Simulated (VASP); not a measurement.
TmH:

```xyz
2
Lattice="3.2989 0.0000 0.0000 0.0000 3.2989 0.0000 0.0000 0.0000 3.2989" Properties=species:S:1:pos:R:3 pbc="T T T"
Tm    1.6494    1.6494    1.6494
H     0.0000    0.0000    0.0000
```

The cell was built from a structure type or drawn by symmetry, and may not be a known phase.

```yaml
Program: VASP 6.6.1
Task: relaxation of cell and atoms
Functional: PBE
Potentials_or_basis: VASP PAW PBE potentials, release 64 (Tm_3, H), 4f in core
Cutoff: 500 eV
k_mesh: 6 × 6 × 6
Occupations: gaussian, width 0.1 eV
Spin: no spin polarisation
```

At the start: pressure -5.7 GPa; volume 17.95 Å³/atom.

Question: Where does the relaxation end?

Answer: Over 3 steps the energy falls by 46.1 meV/atom and the volume is 15.63 Å³/atom (-12.9 %); space group Pm-3m (No. 221, to 0.1 Å) before and after.

The path:
| step | energy change (eV) | largest force (eV/Å) | pressure (GPa) | volume (Å³) |
| --- | --- | --- | --- | --- |
| 1 | 0.0000 | 0.0000 | -5.67 | 35.90 |
| 2 | -0.0807 | 0.0000 | -2.21 | 32.70 |
| 3 | -0.0921 | 0.0000 | -0.30 | 31.27 |

Final structure:
```xyz
2
Lattice="3.1503 0.0000 0.0000 0.0000 3.1503 0.0000 0.0000 0.0000 3.1503" Properties=species:S:1:pos:R:3 pbc="T T T"
Tm    1.5752    1.5752    1.5752
H     0.0000    0.0000    0.0000
```
